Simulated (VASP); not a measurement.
# Zr (P6/mmm) in VASP: notebook

Zr is run at these levels: r2SCAN; tasks: single point.

Everything below comes from runs of VASP 6.6.1. Logs are shortened: lines on timing, memory, paths and dates and some standing lists are left out, and cuts for length are marked.

## Step 1: The cell of the first run

Symmetry: P6/mmm, No. 191, hexagonal system. Conventional cell: a = 4.826 Å, b = 4.826 Å, c = 3.030 Å, α = 90.00°, β = 90.00°, γ = 120.00°. Within 3.7 Å of Zr (site symmetry -6m2) lie 11 Zr at 2.79 to 3.17 Å. Zr (site symmetry 6/mmm) has 14 Zr at 3.03 to 3.17 Å within 4.0 Å.

## Step 2: Single point, r2SCAN (volume scaled by 0.88, then relaxed in part)

POSCAR

```
Zr
1.0
    4.8257636410      0.0000000000      0.0000000000
   -2.4128818205      4.1792339057      0.0000000000
    0.0000000000      0.0000000000      3.0301150133
Zr
3
Direct
    0.6666666667      0.3333333333      0.5000000000
    0.3333333333      0.6666666667      0.5000000000
    0.0000000000      0.0000000000      0.0000000000
```

INCAR.step1

```
PREC = Accurate
ENCUT = 520
ISMEAR = 0
SIGMA = 0.1
LREAL = F
LASPH = T
NELM = 80
NBANDS = 25
GGA = PE
ALGO = Normal
EDIFF = 1E-4
LWAVE = T
LCHARG = F
```

INCAR.step2

```
PREC = Accurate
ENCUT = 520
EDIFF = 1E-7
ISMEAR = 0
SIGMA = 0.1
LREAL = F
LASPH = T
NELM = 80
ALGO = Normal
ISIF = 2
LWAVE = F
LCHARG = F
METAGGA = R2SCAN
LMIXTAU = T
NBANDS = 25
ISTART = 1
```

KPOINTS

```
Automatic mesh
0
Gamma
  12 12 14
```

Potentials or basis: VASP PAW PBE potentials, release 64 (Zr_sv).

On the command line:

```sh
$ cat potpaw_PBE.64/Zr_sv/POTCAR > POTCAR
$ cp INCAR.step1 INCAR
$ mpirun -np 1 vasp_std > vasp.out
$ cp INCAR.step2 INCAR
$ mpirun -np 1 vasp_std > vasp.out
```

OUTCAR:

```text
PREC = Accurate
   ENCUT = 520
   EDIFF = 1E-7
   ISMEAR = 0
   LREAL = F
   LASPH = T
   NELM = 80
   ISIF = 2
   METAGGA = R2SCAN
   ISTART = 1

 ion  position               nearest neighbor table
   1  0.667  0.333  0.500-   2 2.79   2 2.79   2 2.79   3 3.17   3 3.17   3 3.17   3 3.17   3 3.17
                             3 3.17
   2  0.333  0.667  0.500-   1 2.79   1 2.79   1 2.79   3 3.17   3 3.17   3 3.17   3 3.17   3 3.17
                             3 3.17
   3  0.000  0.000  0.000-   1 3.17   2 3.17   1 3.17   2 3.17   2 3.17   2 3.17   1 3.17   1 3.17
                             1 3.17   1 3.17   2 3.17   2 3.17

  LATTYP: Found a hexagonal cell.
 ALAT       =     4.8257636410
 C/A-ratio  =     0.6279037348

  Lattice vectors:

 A1 = (   4.8257636410,   0.0000000000,   0.0000000000)
 A2 = (  -2.4128818205,   4.1792339057,   0.0000000000)
 A3 = (   0.0000000000,   0.0000000000,   3.0301150133)

Analysis of symmetry for initial positions (statically):
=====================================================================
 Subroutine PRICEL returns:
 Original cell was already a primitive cell.

 Routine SETGRP: Setting up the symmetry group for a
 hexagonal supercell.

 Subroutine GETGRP returns: Found 24 space group operations
 (whereof 24 operations were pure point group operations)
 out of a pool of 24 trial point group operations.

The static configuration has the point symmetry D_6h.

Analysis of symmetry for dynamics (positions and initial velocities):
=====================================================================
 Subroutine PRICEL returns:
 Original cell was already a primitive cell.

 Routine SETGRP: Setting up the symmetry group for a
 hexagonal supercell.

 Subroutine GETGRP returns: Found 24 space group operations
 (whereof 24 operations were pure point group operations)
 out of a pool of 24 trial point group operations.

The dynamic configuration has the point symmetry D_6h.

 Subroutine INISYM returns: Found 24 space group operations
 (whereof 24 operations are pure point group operations),
 and found     1 'primitive' translations

----------------------------------------------------------------------------------------

                                     Primitive cell

  volume of cell :      61.1113

  direct lattice vectors                    reciprocal lattice vectors
     4.825763641  0.000000000  0.000000000     0.207221090  0.119639152  0.000000000
    -2.412881820  4.179233906  0.000000000     0.000000000  0.239278304  0.000000000
     0.000000000  0.000000000  3.030115013     0.000000000  0.000000000  0.330020476

  length of vectors
     4.825763641  4.825763641  3.030115013     0.239278304  0.239278304  0.330020476

  position of ions in fractional coordinates (direct lattice)
     0.666666667  0.333333333  0.500000000
     0.333333333  0.666666667  0.500000000
     0.000000000  0.000000000  0.000000000

  ion indices of the primitive-cell ions
   primitive index   ion index
                 1           1
                 2           2
                 3           3

----------------------------------------------------------------------------------------

 KPOINTS: Automatic mesh

Automatic generation of k-mesh.
 Grid dimensions read from file:
 generate k-points for:   12   12   14

 Generating k-lattice:

  Cartesian coordinates                     Fractional coordinates (reciprocal lattice)
     0.017268424  0.009969929  0.000000000     0.083333333  0.000000000  0.000000000
     0.000000000  0.019939859  0.000000000     0.000000000  0.083333333  0.000000000
     0.000000000  0.000000000  0.023572891     0.000000000  0.000000000  0.071428571

  Length of vectors
     0.019939859  0.019939859  0.023572891

  Shift w.r.t. Gamma in fractional coordinates (k-lattice)
     0.000000000  0.000000000  0.000000000

 Subroutine IBZKPT returns following result:
 ===========================================

 Found    152 irreducible k-points:

 Following reciprocal coordinates:
            Coordinates               Weight
  0.000000  0.000000  0.000000      1.000000
  0.083333  0.000000  0.000000      6.000000
  0.166667  0.000000  0.000000      6.000000
  0.250000  0.000000  0.000000      6.000000
  0.333333  0.000000  0.000000      6.000000
  0.416667  0.000000  0.000000      6.000000
[... 16 lines left out ...]
  0.250000  0.000000  0.071429     12.000000
  0.333333  0.000000  0.071429     12.000000
 [... further k-points ...]
   k-points           NKPTS =    152   k-points in BZ     NKDIM =    152   number of bands    NBANDS=     25
   number of dos      NEDOS =    301   number of ions     NIONS =      3
   total plane-waves  NPLWV =  31104
   dimension x,y,z NGX =    36 NGY =   36 NGZ =   24
   dimension x,y,z NGXF=    72 NGYF=   72 NGZF=   48
   ions per type =               3
   NGX,Y,Z   is equivalent  to a cutoff of  12.40, 12.40, 13.17 a.u.
   NGXF,Y,Z  is equivalent  to a cutoff of  24.80, 24.80, 26.33 a.u.
 SYSTEM =  unknown system
   PREC   = accura    normal or accurate (medium, high low for compatibility)
   ISTART =      1    job   : 0-new  1-cont  2-samecut
   ICHARG =      0    charge: 1-file 2-atom 10-const
   ISPIN  =      1    spin polarized calculation?
   LNONCOLLINEAR =      F non collinear calculations
   LSORBIT =      F    spin-orbit coupling
   LASPH  =      T    aspherical Exc in radial PAW
   ENCUT  =  520.0 eV  38.22 Ry    6.18 a.u.   8.97  8.97  5.63*2*pi/ulx,y,z
   NELM   =     80;   NELMIN=  2; NELMDL=  0     # of ELM steps
   EDIFF  = 0.1E-06   stopping-criterion for ELM
   LREAL  =      F    real-space projection
   EDIFFG = 0.1E-05   stopping-criterion for IOM
   NSW    =      0    number of steps for IOM
   IBRION =     -1    ionic relax: 0-MD 1-quasi-New 2-CG
   NFREE  =      0    steps in history (QN), initial steepest desc. (CG)
   ISIF   =      2    stress and relaxation
   ISYM   =      2    0-nonsym 1-usesym 2-fastsym
   POTIM  = 0.5000    time-step for ionic-motion
   TEBEG  =    0.0;   TEEND  =   0.0 temperature during run
   PSTRESS=    0.0 pullay stress
   NELECT =      36.0000    total number of electrons
   NUPDOWN=      -1.0000    fix difference up-down
   EMIN   =  10.00;   EMAX   =-10.00  energy-range for DOS
   EFERMI =   0.00;   METHOD = LEGACY
   ISMEAR =     0;   SIGMA  =   0.10  broadening in eV -4-tet -1-fermi 0-gaus
   EFERMI_NEDOS =   21; number of points for ismear=-14 and -15
   IALGO  =     38    algorithm
   IMIX   =      4    mixing-type and parameters
     AMIX     =   0.40;   BMIX     =  1.00
     AMIX_MAG =   1.60;   BMIX_MAG =  1.00
  volume/ion in A,a.u.               =      20.37       137.47
  Fermi-wavevector in a.u.,A,eV,Ry     =   1.372361  2.593386 25.624871  1.883375
  Thomas-Fermi vector in A             =   2.497975
   LORBIT       =      0    0 simple, 1 ext, 2 COOP (PROOUT), +10 PAW based schemes
   METAGGA = R2SCAN    functional components
   LHFCALC =     F    Hartree Fock is set to
   AEXX    =    0.0000 exact exchange contribution
   IVDW    =     0    specifies the selected vdW correction
   LEPSILON=     F    determine dielectric tensor
   LRPA    =     F    only Hartree local field effects (RPA)
 non-spin polarized calculation
 Gauss-broadening in eV      SIGMA  =   0.10
  energy-cutoff  :      520.00
  volume of cell :       61.11
 maximum number of plane-waves:      1667
 NGX is ok and might be reduce to    36
   NGX = 17   NGY = 17   NGZ = 11

 number of electron      36.0000000 magnetization

 Free energy of the ion-electron system (eV)
  ---------------------------------------------------
  ext. energy  EPLUGINS =         0.00000000
  ---------------------------------------------------
  free energy    TOTEN  =       -67.92751927 eV

  energy without entropy =      -67.91384387  energy(sigma->0) =      -67.92068157

 E-fermi :  10.4873     XC(G=0): -12.6450

 val. band max:       10.4637858420   @ k =   0.3333   0.1667   0.2857
 cond. band min:      10.4876273507   @ k =   0.4167   0.0000   0.1429
 fundamental gap:      0.0238415087
 Fermi energy:        10.4873115430

 k-point     1 :       0.0000    0.0000    0.0000
  band No.  band energies     occupation
      1     -39.8376      2.00000
      2     -39.5701      2.00000
      3     -39.3003      2.00000
      4     -17.5596      2.00000
      5     -17.5596      2.00000
      6     -17.3739      2.00000
[... 17 lines left out ...]
     24      13.0833      0.00000
     25      13.1242      0.00000

 k-point     2 :       0.0833    0.0000    0.0000
  band No.  band energies     occupation
      1     -39.8326      2.00000
      2     -39.5701      2.00000
      3     -39.3059      2.00000
      4     -17.6270      2.00000
      5     -17.6067      2.00000
      6     -17.3011      2.00000
[... 17 lines left out ...]
     24      12.7339      0.00000
     25      13.5534      0.00000

 k-point     3 :       0.1667    0.0000    0.0000
  band No.  band energies     occupation
      1     -39.8184      2.00000
      2     -39.5694      2.00000
      3     -39.3221      2.00000
      4     -17.7324      2.00000
      5     -17.6529      2.00000
      6     -17.1802      2.00000
[... 17 lines left out ...]
     24      12.8368      0.00000
     25      14.0434      0.00000

 k-point     4 :       0.2500    0.0000    0.0000
  band No.  band energies     occupation
      1     -39.7983      2.00000
      2     -39.5663      2.00000
      3     -39.3470      2.00000
      4     -17.8268      2.00000
      5     -17.6476      2.00000
      6     -17.0628      2.00000
[... 17 lines left out ...]
     24      13.2602      0.00000
     25      14.5467      0.00000

 k-point     5 :       0.3333    0.0000    0.0000
  band No.  band energies     occupation
      1     -39.7776      2.00000
      2     -39.5590      2.00000
      3     -39.3768      2.00000
      4     -17.8993      2.00000
      5     -17.5829      2.00000
      6     -16.9927      2.00000
[... 17 lines left out ...]
     24      13.8068      0.00000
     25      14.5945      0.00000

 k-point     6 :       0.4167    0.0000    0.0000
  band No.  band energies     occupation
      1     -39.7622      2.00000
      2     -39.5482      2.00000
      3     -39.4043      2.00000
      4     -17.9447      2.00000
      5     -17.4624      2.00000
      6     -17.1192      2.00000
[... 17 lines left out ...]
     24      13.8930      0.00000
     25      14.4449      0.00000
[... 393 lines left out ...]
 k-point    21 :       0.0833    0.0000    0.0714
  band No.  band energies     occupation
      1     -39.8251      2.00000
      2     -39.5680      2.00000
      3     -39.3014      2.00000
      4     -17.6173      2.00000
      5     -17.5973      2.00000
      6     -17.2919      2.00000
[... 17 lines left out ...]
     24      12.8020      0.00000
     25      13.7094      0.00000

 k-point    22 :       0.1667    0.0000    0.0714
  band No.  band energies     occupation
      1     -39.8113      2.00000
      2     -39.5669      2.00000
      3     -39.3175      2.00000
      4     -17.7201      2.00000
      5     -17.6420      2.00000
      6     -17.1749      2.00000
[... 17 lines left out ...]
     24      12.8306      0.00000
     25      14.1783      0.00000

 k-point    23 :       0.2500    0.0000    0.0714
  band No.  band energies     occupation
      1     -39.7918      2.00000
      2     -39.5633      2.00000
      3     -39.3424      2.00000
      4     -17.8128      2.00000
      5     -17.6376      2.00000
      6     -17.0611      2.00000
[... 17 lines left out ...]
     24      13.2052      0.00000
     25      14.7022      0.00000

 k-point    24 :       0.3333    0.0000    0.0714
  band No.  band energies     occupation
      1     -39.7718      2.00000
      2     -39.5552      2.00000
      3     -39.3723      2.00000
      4     -17.8841      2.00000
      5     -17.5757      2.00000
      6     -17.0048      2.00000
[... 17 lines left out ...]
     24      13.7375      0.00000
     25      14.5416      0.00000

 [... further k-points ...]
[... 5 lines left out ...]
  --------------------------------------------------------------------------------------
  -------------------------------------------------------------------------------------
  Total        5.8770340      5.8770340      5.9096222      0.0000000      0.0000000     -0.0000000
  in kB      154.0802393    154.0802393    154.9346166      0.0000000      0.0000000     -0.0000000
  external PRESSURE =     154.3650318 kB  Pullay stress =       0.0000000 kB

 VOLUME and BASIS-vectors are now :
 -----------------------------------------------------------------------------
  energy-cutoff  :      520.00
  volume of cell :       61.11
      direct lattice vectors                 reciprocal lattice vectors
     4.825763641  0.000000000  0.000000000     0.207221090  0.119639152  0.000000000
    -2.412881820  4.179233906  0.000000000     0.000000000  0.239278304  0.000000000
     0.000000000  0.000000000  3.030115013     0.000000000  0.000000000  0.330020476

 POSITION                                       TOTAL-FORCE (eV/Angst)
 -----------------------------------------------------------------------------------
      2.41288      1.39308      1.51506        -0.000000     -0.000000     -0.000000
     -0.00000      2.78616      1.51506        -0.000000      0.000000      0.000000
      0.00000      0.00000      0.00000         0.000000      0.000000     -0.000000
 -----------------------------------------------------------------------------------
    total drift:                                0.000000     -0.000000     -0.000000

  FREE ENERGIE OF THE ION-ELECTRON SYSTEM (eV)
  ---------------------------------------------------
  free  energy   TOTEN  =       -67.9275192733 eV

  energy  without entropy=      -67.9138438708  energy(sigma->0) =      -67.92068157
```

It took 8.7 min on 1 thread of AMD EPYC 9R45 (Zen 5), shared host; peak memory 0.27 GiB.

What came out:

```
Free energy            : -67.9275 eV
Pressure               : 15.4 GPa
Band gap on the k mesh : zero (band 18 reaches 10.97 eV, above the bottom of band 19 at 10.17 eV)
```

Caveat: the PAW data sets were made with another functional, which shifts forces and pressure a little.

## Step 3: Single point, r2SCAN (volume scaled by 0.91, then relaxed in part)

POSCAR

```
Zr
1.0
    4.8799902431      0.0000000000      0.0000000000
   -2.4399951216      4.2261955208      0.0000000000
    0.0000000000      0.0000000000      3.0641640993
Zr
3
Direct
    0.6666666667      0.3333333333      0.5000000000
    0.3333333333      0.6666666667      0.5000000000
    0.0000000000      0.0000000000      0.0000000000
```

INCAR.step1

```
SYSTEM = Zr
PREC = Accurate
ENCUT = 520
ISMEAR = 0
SIGMA = 0.1
LREAL = .FALSE.
LASPH = .TRUE.
NELM = 60
NBANDS = 25
GGA = PE
ALGO = Normal
EDIFF = 1E-4
LWAVE = .TRUE.
LCHARG = .FALSE.
```

INCAR.step2

```
SYSTEM = Zr
PREC = Accurate
ENCUT = 520
EDIFF = 1E-7
ISMEAR = 0
SIGMA = 0.1
LREAL = .FALSE.
LASPH = .TRUE.
NELM = 60
ALGO = Normal
ISIF = 2
LWAVE = .FALSE.
LCHARG = .FALSE.
METAGGA = R2SCAN
LMIXTAU = .TRUE.
NBANDS = 25
ISTART = 1
```

KPOINTS

```
Automatic mesh
0
G
  12 12 14
  0 0 0
```

Potentials or basis: VASP PAW PBE potentials, release 64 (Zr_sv).

On the command line:

```sh
$ cat potpaw_PBE.64/Zr_sv/POTCAR > POTCAR
$ cp INCAR.step1 INCAR
$ mpirun -np 1 vasp_std > vasp.out
$ cp INCAR.step2 INCAR
$ mpirun -np 1 vasp_std > vasp.out
```

Run time: 7.6 min. Hardware: 1 thread of AMD EPYC 9R45 (Zen 5), shared host; peak memory 0.28 GiB.

Results (log left out):

```
Free energy            : -68.0975 eV
Pressure               : 10.8 GPa
Band gap on the k mesh : zero (band 18 reaches 10.55 eV, above the bottom of band 19 at 9.79 eV)
```

Levels at points of the mesh, in eV from the Fermi level:
```tsv
k point	band 16	band 17	band 18	band 19	band 20	band 21
(0.00, 0.00, 0.00)	-0.59	-0.52	-0.52	-0.08	1.09	1.92
(0.50, 0.00, 0.00)	-0.79	-0.68	-0.56	-0.04	0.89	1.21
(0.00, 0.00, 0.50)	-2.30	-2.22	-1.47	1.34	1.34	2.03
(0.50, 0.00, 0.50)	-1.84	-1.00	-0.60	0.32	1.06	1.55
```

Caveat: the PAW data sets were made with another functional, which shifts forces and pressure a little.
